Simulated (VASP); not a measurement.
# W (Im-3m) in VASP: a series of runs

Runs on W. Level: PBEsol. Tasks: relaxation of cell and atoms, single point.

Program: VASP 6.6.1. These are calculated values, not measurements. Logs are shortened: lines on timing, memory, paths and dates and some standing lists are left out, and cuts for length are marked.

### Step 1. The cell of the first run

It takes space group Im-3m (No. 229, cubic). The conventional cell has a = 3.155 Å, b = 3.155 Å, c = 3.155 Å, α = 90.00°, β = 90.00°, γ = 90.00°. W (site symmetry m-3m) has 14 W at 2.73 to 3.16 Å within 3.6 Å.

### Step 2. Relaxation of cell and atoms, PBEsol

The input, INCAR:

```
SYSTEM = W
  PREC = Accurate
  ENCUT = 600
  EDIFF = 1E-6
  ISMEAR = 0
  SIGMA = 0.1
  LREAL = .False.
  LASPH = .True.
  NELM = 60
  ALGO = Normal
  ISIF = 3
  LWAVE = .False.
  LCHARG = .False.
  GGA = PS
  IBRION = 2
  NSW = 100
  EDIFFG = -0.005
```

The input, KPOINTS:

```
Automatic mesh
0
Gamma
  18 18 18
  0 0 0
```

The input, POSCAR:

```
W
1.0
   -1.5776901117      1.5776901117      1.5776901117
    1.5776901117     -1.5776901117      1.5776901117
    1.5776901117      1.5776901117     -1.5776901117
W
1
Direct
    0.0000000000      0.0000000000      0.0000000000
```

Potentials or basis: VASP PAW PBE potentials, release 64 (W_sv).

Launch:

```
$ cat potpaw_PBE.64/W_sv/POTCAR > POTCAR
$ mpirun -np 1 vasp_std > vasp.out
```

OUTCAR:

```text
SYSTEM = W
   PREC = Accurate
   ENCUT = 600
   EDIFF = 1E-6
   ISMEAR = 0
   LREAL = .False.
   LASPH = .True.
   NELM = 60
   ISIF = 3
   GGA = PS
   IBRION = 2
   NSW = 100
   EDIFFG = -0.005

 ion  position               nearest neighbor table
   1  0.000  0.000  0.000-

  LATTYP: Found a body centered cubic cell.
 ALAT       =     3.1553802234

  Lattice vectors:

 A1 = (  -1.5776901117,   1.5776901117,   1.5776901117)
 A2 = (   1.5776901117,  -1.5776901117,   1.5776901117)
 A3 = (   1.5776901117,   1.5776901117,  -1.5776901117)

Analysis of symmetry for initial positions (statically):
=====================================================================
 Subroutine PRICEL returns:
 Original cell was already a primitive cell.

 Routine SETGRP: Setting up the symmetry group for a
 body centered cubic supercell.

 Subroutine GETGRP returns: Found 48 space group operations
 (whereof 48 operations were pure point group operations)
 out of a pool of 48 trial point group operations.

The static configuration has the point symmetry O_h .

Analysis of symmetry for dynamics (positions and initial velocities):
=====================================================================
 Subroutine PRICEL returns:
 Original cell was already a primitive cell.

 Routine SETGRP: Setting up the symmetry group for a
 body centered cubic supercell.

 Subroutine GETGRP returns: Found 48 space group operations
 (whereof 48 operations were pure point group operations)
 out of a pool of 48 trial point group operations.

The dynamic configuration has the point symmetry O_h .

 Subroutine INISYM returns: Found 48 space group operations
 (whereof 48 operations are pure point group operations),
 and found     1 'primitive' translations

----------------------------------------------------------------------------------------

                                     Primitive cell

  volume of cell :      15.7082

  direct lattice vectors                    reciprocal lattice vectors
    -1.577690112  1.577690112  1.577690112     0.000000000  0.316919017  0.316919017
     1.577690112 -1.577690112  1.577690112     0.316919017  0.000000000  0.316919017
     1.577690112  1.577690112 -1.577690112     0.316919017  0.316919017  0.000000000

  length of vectors
     2.732639432  2.732639432  2.732639432     0.448191173  0.448191173  0.448191173

  position of ions in fractional coordinates (direct lattice)
     0.000000000  0.000000000  0.000000000

  ion indices of the primitive-cell ions
   primitive index   ion index
                 1           1

----------------------------------------------------------------------------------------

 KPOINTS: Automatic mesh

Automatic generation of k-mesh.
 Grid dimensions read from file:
 generate k-points for:   18   18   18

 Generating k-lattice:

  Cartesian coordinates                     Fractional coordinates (reciprocal lattice)
     0.000000000  0.017606612  0.017606612     0.055555556  0.000000000  0.000000000
     0.017606612  0.000000000  0.017606612     0.000000000  0.055555556  0.000000000
     0.017606612  0.017606612  0.000000000     0.000000000  0.000000000  0.055555556

  Length of vectors
     0.024899510  0.024899510  0.024899510

  Shift w.r.t. Gamma in fractional coordinates (k-lattice)
     0.000000000  0.000000000  0.000000000

 Subroutine IBZKPT returns following result:
 ===========================================

 Found    195 irreducible k-points:

 Following reciprocal coordinates:
            Coordinates               Weight
  0.000000  0.000000  0.000000      1.000000
  0.055556  0.000000  0.000000     12.000000
  0.111111  0.000000  0.000000     12.000000
  0.166667  0.000000  0.000000     12.000000
  0.222222  0.000000  0.000000     12.000000
  0.277778  0.000000  0.000000     12.000000
[... 16 lines left out ...]
  0.333333  0.111111  0.000000     48.000000
  0.388889  0.111111 -0.000000     48.000000
 [... further k-points ...]
   k-points           NKPTS =    195   k-points in BZ     NKDIM =    195   number of bands    NBANDS=     11
   number of dos      NEDOS =    301   number of ions     NIONS =      1
   total plane-waves  NPLWV =  13824
   dimension x,y,z NGX =    24 NGY =   24 NGZ =   24
   dimension x,y,z NGXF=    48 NGYF=   48 NGZF=   48
   ions per type =               1
   NGX,Y,Z   is equivalent  to a cutoff of  14.60, 14.60, 14.60 a.u.
   NGXF,Y,Z  is equivalent  to a cutoff of  29.20, 29.20, 29.20 a.u.
 SYSTEM =  W
   PREC   = accura    normal or accurate (medium, high low for compatibility)
   ISTART =      0    job   : 0-new  1-cont  2-samecut
   ICHARG =      2    charge: 1-file 2-atom 10-const
   ISPIN  =      1    spin polarized calculation?
   LNONCOLLINEAR =      F non collinear calculations
   LSORBIT =      F    spin-orbit coupling
   LASPH  =      T    aspherical Exc in radial PAW
   ENCUT  =  600.0 eV  44.10 Ry    6.64 a.u.   5.46  5.46  5.46*2*pi/ulx,y,z
   NELM   =     60;   NELMIN=  2; NELMDL= -5     # of ELM steps
   EDIFF  = 0.1E-05   stopping-criterion for ELM
   LREAL  =      F    real-space projection
   EDIFFG = -.5E-02   stopping-criterion for IOM
   NSW    =    100    number of steps for IOM
   IBRION =      2    ionic relax: 0-MD 1-quasi-New 2-CG
   NFREE  =      1    steps in history (QN), initial steepest desc. (CG)
   ISIF   =      3    stress and relaxation
   ISYM   =      2    0-nonsym 1-usesym 2-fastsym
   POTIM  = 0.5000    time-step for ionic-motion
   TEBEG  =    0.0;   TEEND  =   0.0 temperature during run
   PSTRESS=    0.0 pullay stress
   NELECT =      14.0000    total number of electrons
   NUPDOWN=      -1.0000    fix difference up-down
   EMIN   =  10.00;   EMAX   =-10.00  energy-range for DOS
   EFERMI =   0.00;   METHOD = LEGACY
   ISMEAR =     0;   SIGMA  =   0.10  broadening in eV -4-tet -1-fermi 0-gaus
   EFERMI_NEDOS =   21; number of points for ismear=-14 and -15
   IALGO  =     38    algorithm
   IMIX   =      4    mixing-type and parameters
     AMIX     =   0.40;   BMIX     =  1.00
     AMIX_MAG =   1.60;   BMIX_MAG =  1.00
  volume/ion in A,a.u.               =      15.71       106.00
  Fermi-wavevector in a.u.,A,eV,Ry     =   1.575466  2.977200 33.770944  2.482094
  Thomas-Fermi vector in A             =   2.676446
   LORBIT       =      0    0 simple, 1 ext, 2 COOP (PROOUT), +10 PAW based schemes
   GGA     = PS    functional components
   LHFCALC =     F    Hartree Fock is set to
   AEXX    =    0.0000 exact exchange contribution
   IVDW    =     0    specifies the selected vdW correction
   LEPSILON=     F    determine dielectric tensor
   LRPA    =     F    only Hartree local field effects (RPA)
 conjugate gradient relaxation of ions
 non-spin polarized calculation
 Gauss-broadening in eV      SIGMA  =   0.10
  energy-cutoff  :      600.00
  volume of cell :       15.71
 maximum number of plane-waves:       541
 NGX is ok and might be reduce to    24
   NGX = 11   NGY = 11   NGZ = 11

--------------------------------------- Ionic step        1  -------------------------------------------

 number of electron      14.0000001 magnetization

 Free energy of the ion-electron system (eV)
  ---------------------------------------------------
  ext. energy  EPLUGINS =         0.00000000
  ---------------------------------------------------
  free energy    TOTEN  =       -13.80171381 eV

  energy without entropy =      -13.79827769  energy(sigma->0) =      -13.79999575

------------------------ aborting loop because EDIFF is reached ----------------------------------------

  FORCE on cell =-STRESS in cart. coord.  units (eV):
  Direction    XX          YY          ZZ          XY          YZ          ZX
  --------------------------------------------------------------------------------------
  -------------------------------------------------------------------------------------
  Total        0.0368577      0.0368577      0.0368577      0.0000000      0.0000000      0.0000000
  in kB        3.7593589      3.7593589      3.7593589      0.0000000      0.0000000      0.0000000
  external PRESSURE =       3.7593589 kB  Pullay stress =       0.0000000 kB
[... 55 lines left out ...]
  energy  without entropy=      -13.7979964836  energy(sigma->0) =      -13.79972419

--------------------------------------- Ionic step        3  -------------------------------------------

 number of electron      14.0000001 magnetization

 Free energy of the ion-electron system (eV)
  ---------------------------------------------------
  ext. energy  EPLUGINS =         0.00000000
  ---------------------------------------------------
  free energy    TOTEN  =       -13.80173467 eV

  energy without entropy =      -13.79829485  energy(sigma->0) =      -13.80001476

 E-fermi :  11.3826     XC(G=0): -13.8059

 val. band max:       11.3740804906   @ k =  -0.1667   0.1667   0.0556
 cond. band min:      11.3833245858   @ k =  -0.2778   0.3333   0.2222
 fundamental gap:      0.0092440952
 Fermi energy:        11.3826283452

 k-point     1 :       0.0000    0.0000    0.0000
  band No.  band energies     occupation
      1     -62.7429      2.00000
      2     -26.2889      2.00000
      3     -26.2889      2.00000
      4     -26.2889      2.00000
      5       1.6931      2.00000
      6      10.1433      2.00000
      7      10.1433      2.00000
      8      10.1433      2.00000
      9      13.6459      0.00000
     10      13.6459      0.00000
     11      25.9502      0.00000
[... 309 lines left out ...]
 k-point    24 :       0.3889    0.1111   -0.0000
  band No.  band energies     occupation
      1     -62.6032      2.00000
      2     -27.5356      2.00000
      3     -26.7565      2.00000
      4     -26.3556      2.00000
      5       5.4954      2.00000
      6       7.9347      2.00000
      7      10.8190      2.00000
      8      13.4263      0.00000
      9      14.7734      0.00000
     10      17.9073      0.00000
     11      22.4147      0.00000

 [... further k-points ...]
[... 5 lines left out ...]
  --------------------------------------------------------------------------------------
  -------------------------------------------------------------------------------------
  Total       -0.0004514     -0.0004514     -0.0004514      0.0000000     -0.0000000      0.0000000
  in kB       -0.0459855     -0.0459855     -0.0459855      0.0000000     -0.0000000      0.0000000
  external PRESSURE =      -0.0459855 kB  Pullay stress =       0.0000000 kB
[... 16 lines left out ...]
  FREE ENERGIE OF THE ION-ELECTRON SYSTEM (eV)
  ---------------------------------------------------
  free  energy   TOTEN  =       -13.8017346658 eV

  energy  without entropy=      -13.7982948506  energy(sigma->0) =      -13.80001476

 reached required accuracy - stopping structural energy minimisation
```

Run time: 79 s. Hardware: 1 thread of AMD EPYC 7R43 (Zen 3), shared host; peak memory 0.14 GiB.

What came out:

```yaml
Free_energy: -13.8017 eV
Relaxed_volume: 15.73 Å³/atom
Relaxed_cell: a = 2.734 Å, b = 2.734 Å, c = 2.734 Å, α = 109.47°, β = 109.47°, γ = 109.47°
Space_group_after_relaxing_to_0.05_Å: Im-3m (No. 229)
Energy_gained_by_relaxing: 0.0 meV/atom
Ionic_steps: 3
Pressure_after_relaxing: 0.0 GPa
Band_gap_on_the_k_mesh: zero (band 7 reaches 16.63 eV, above the bottom of band 8 at 10.14 eV)
```

Final structure:
```
W
1.0
    -1.57827    1.57827    1.57827
     1.57827   -1.57827    1.57827
     1.57827    1.57827   -1.57827
W
1
Direct
  0.00000 0.00000 0.00000
```

Caveat: the PAW data sets were made with another functional, which shifts forces and pressure a little; spin-orbit coupling is left out, which moves the levels of the heavy elements.

(Part 1 of 2 ends here.)
